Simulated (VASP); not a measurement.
# Si (Fd-3m) in VASP: further runs

The runs below take Si through single point, relaxation of cell and atoms, with LDA.

Everything below comes from runs of VASP 6.6.1. Logs are shortened: lines on timing, memory, paths and dates and some standing lists are left out, and cuts for length are marked.

## (1) The cell of the first run

Symmetry: Fd-3m, No. 227, cubic system. The conventional cell has a = 5.402 Å, b = 5.402 Å, c = 5.402 Å, α = 90.00°, β = 90.00°, γ = 90.00°. Within 3.1 Å of Si (site symmetry -43m) lie 4 Si at 2.34 Å.

## (2) Single point, LDA

INCAR

```
ALGO     = Normal         # electronic algorithm
EDIFF    = 1E-6           # SCF threshold, eV
ENCUT    = 520            # plane-wave cutoff, eV
ISIF     = 2              # what is computed and relaxed
ISMEAR   = 0              # smearing method
LASPH    = T              # aspherical terms in the spheres
LCHARG   = F              # write CHGCAR
LREAL    = F              # projectors in reciprocal space
LWAVE    = F              # write WAVECAR
NBANDS   = 11             # bands
NELM     = 80             # most SCF steps
PREC     = Accurate       # precision mode
SIGMA    = 0.02           # smearing width, eV
```

KPOINTS

```
k-points
0
Gamma
  12 12 12
```

POSCAR

```
Si
1.0
    0.0000000000      2.7007989409      2.7007989409
    2.7007989409      0.0000000000      2.7007989409
    2.7007989409      2.7007989409      0.0000000000
Si
2
Direct
    0.5000000000      0.5000000000      0.5000000000
    0.7500000000      0.7500000000      0.7500000000
```

Potentials or basis: VASP PAW LDA potentials, release 64 (Si).

Command:

```console
$ cat potpaw_LDA.64/Si/POTCAR > POTCAR
$ mpirun -np 1 vasp_std > vasp.out
```

OUTCAR:

```text
EDIFF = 1E-6
   ENCUT = 520
   ISIF = 2
   ISMEAR = 0
   LASPH = T
   LREAL = F
   NELM = 80
   PREC = Accurate

 ion  position               nearest neighbor table
   1  0.500  0.500  0.500-   2 2.34   2 2.34   2 2.34   2 2.34
   2  0.750  0.750  0.750-   1 2.34   1 2.34   1 2.34   1 2.34

  LATTYP: Found a face centered cubic cell.
 ALAT       =     5.4015978818

  Lattice vectors:

 A1 = (   0.0000000000,   2.7007989409,   2.7007989409)
 A2 = (   2.7007989409,   0.0000000000,   2.7007989409)
 A3 = (   2.7007989409,   2.7007989409,   0.0000000000)

Analysis of symmetry for initial positions (statically):
=====================================================================
 Subroutine PRICEL returns:
 Original cell was already a primitive cell.

 Routine SETGRP: Setting up the symmetry group for a
 face centered cubic supercell.

 Subroutine GETGRP returns: Found 48 space group operations
 (whereof 24 operations were pure point group operations)
 out of a pool of 48 trial point group operations.

The static configuration has the point symmetry T_d .
 The point group associated with its full space group is O_h .

Analysis of symmetry for dynamics (positions and initial velocities):
=====================================================================
 Subroutine PRICEL returns:
 Original cell was already a primitive cell.

 Routine SETGRP: Setting up the symmetry group for a
 face centered cubic supercell.

 Subroutine GETGRP returns: Found 48 space group operations
 (whereof 24 operations were pure point group operations)
 out of a pool of 48 trial point group operations.

The dynamic configuration has the point symmetry T_d .
 The point group associated with its full space group is O_h .

 Subroutine INISYM returns: Found 48 space group operations
 (whereof 24 operations are pure point group operations),
 and found     1 'primitive' translations

----------------------------------------------------------------------------------------

                                     Primitive cell

  volume of cell :      39.4010

  direct lattice vectors                    reciprocal lattice vectors
     0.000000000  2.700798941  2.700798941    -0.185130404  0.185130404  0.185130404
     2.700798941  0.000000000  2.700798941     0.185130404 -0.185130404  0.185130404
     2.700798941  2.700798941  0.000000000     0.185130404  0.185130404 -0.185130404

  length of vectors
     3.819506491  3.819506491  3.819506491     0.320655266  0.320655266  0.320655266
[... 88 lines left out ...]
   ISYM   =      2    0-nonsym 1-usesym 2-fastsym
   POTIM  = 0.5000    time-step for ionic-motion
   TEBEG  =    0.0;   TEEND  =   0.0 temperature during run
   PSTRESS=    0.0 pullay stress
   NELECT =       8.0000    total number of electrons
   NUPDOWN=      -1.0000    fix difference up-down
   EMIN   =  10.00;   EMAX   =-10.00  energy-range for DOS
   EFERMI =   0.00;   METHOD = LEGACY
   ISMEAR =     0;   SIGMA  =   0.02  broadening in eV -4-tet -1-fermi 0-gaus
   EFERMI_NEDOS =   21; number of points for ismear=-14 and -15
   IALGO  =     38    algorithm
   IMIX   =      4    mixing-type and parameters
     AMIX     =   0.40;   BMIX     =  1.00
     AMIX_MAG =   1.60;   BMIX_MAG =  1.00
  volume/ion in A,a.u.               =      19.70       132.95
  Fermi-wavevector in a.u.,A,eV,Ry     =   0.962209  1.818311 12.596892  0.925845
  Thomas-Fermi vector in A             =   2.091648
   LORBIT       =      0    0 simple, 1 ext, 2 COOP (PROOUT), +10 PAW based schemes
   GGA     = CA    functional components
   LHFCALC =     F    Hartree Fock is set to
   AEXX    =    0.0000 exact exchange contribution
   IVDW    =     0    specifies the selected vdW correction
   LEPSILON=     F    determine dielectric tensor
   LRPA    =     F    only Hartree local field effects (RPA)
 non-spin polarized calculation
 Gauss-broadening in eV      SIGMA  =   0.02
  energy-cutoff  :      520.00
  volume of cell :       39.40
 maximum number of plane-waves:      1074
   NGX = 15   NGY = 15   NGZ = 15

 number of electron       8.0000001 magnetization

 Free energy of the ion-electron system (eV)
  ---------------------------------------------------
  ext. energy  EPLUGINS =         0.00000000
  ---------------------------------------------------
  free energy    TOTEN  =       -11.91974180 eV

  energy without entropy =      -11.91974180  energy(sigma->0) =      -11.91974180

 E-fermi :   6.0952     XC(G=0):  -9.6665

 val. band max:        5.9351166534   @ k =   0.0000   0.0000   0.0000
 cond. band min:       6.3768772932   @ k =   0.4167   0.4167   0.0000
 fundamental gap:      0.4417606398
 Fermi energy:         6.0952384034

 k-point     1 :       0.0000    0.0000    0.0000
  band No.  band energies     occupation
      1      -6.1327      2.00000
      2       5.9351      2.00000
      3       5.9351      2.00000
      4       5.9351      2.00000
      5       8.4662      0.00000
      6       8.4662      0.00000
      7       8.4662      0.00000
      8       9.3296      0.00000
      9      13.6713      0.00000
     10      13.6713      0.00000
     11      13.6816      0.00000
[... 309 lines left out ...]
 k-point    24 :      -0.4167    0.1667    0.0000
  band No.  band energies     occupation
      1      -3.4777      2.00000
      2      -0.9103      2.00000
      3       2.8894      2.00000
      4       4.3222      2.00000
      5       8.0437      0.00000
      6       9.9545      0.00000
      7      10.2925      0.00000
      8      13.8695      0.00000
      9      14.4270      0.00000
     10      14.7097      0.00000
     11      17.0332      0.00000

 [... further k-points ...]

------------------------ aborting loop because EDIFF is reached ----------------------------------------

  FORCE on cell =-STRESS in cart. coord.  units (eV):
  Direction    XX          YY          ZZ          XY          YZ          ZX
  --------------------------------------------------------------------------------------
  -------------------------------------------------------------------------------------
  Total        0.0162528      0.0162528      0.0162528     -0.0000000      0.0000000      0.0000000
  in kB        0.6608946      0.6608946      0.6608946     -0.0000000      0.0000000      0.0000000
  external PRESSURE =       0.6608946 kB  Pullay stress =       0.0000000 kB

 VOLUME and BASIS-vectors are now :
 -----------------------------------------------------------------------------
  energy-cutoff  :      520.00
  volume of cell :       39.40
      direct lattice vectors                 reciprocal lattice vectors
     0.000000000  2.700798941  2.700798941    -0.185130404  0.185130404  0.185130404
     2.700798941  0.000000000  2.700798941     0.185130404 -0.185130404  0.185130404
     2.700798941  2.700798941  0.000000000     0.185130404  0.185130404 -0.185130404

 POSITION                                       TOTAL-FORCE (eV/Angst)
 -----------------------------------------------------------------------------------
      2.70080      2.70080      2.70080        -0.000000     -0.000000     -0.000000
      4.05120      4.05120      4.05120         0.000000      0.000000      0.000000
 -----------------------------------------------------------------------------------
    total drift:                                0.000000      0.000000     -0.000000

  FREE ENERGIE OF THE ION-ELECTRON SYSTEM (eV)
  ---------------------------------------------------
  free  energy   TOTEN  =       -11.9197417951 eV

  energy  without entropy=      -11.9197417951  energy(sigma->0) =      -11.91974180
```

Run time: 19 s. Hardware: 1 thread of AMD EPYC 7R43 (Zen 3), shared host; peak memory 0.11 GiB.

What came out:

| Quantity | Value |
| --- | --- |
| Free energy | -11.9197 eV |
| Pressure | 0.1 GPa |
| Band gap on the k mesh | 0.44 eV, indirect (least direct gap 2.53 eV) |

A k mesh can miss the band edges.

(Continued in part 2 of 2.)
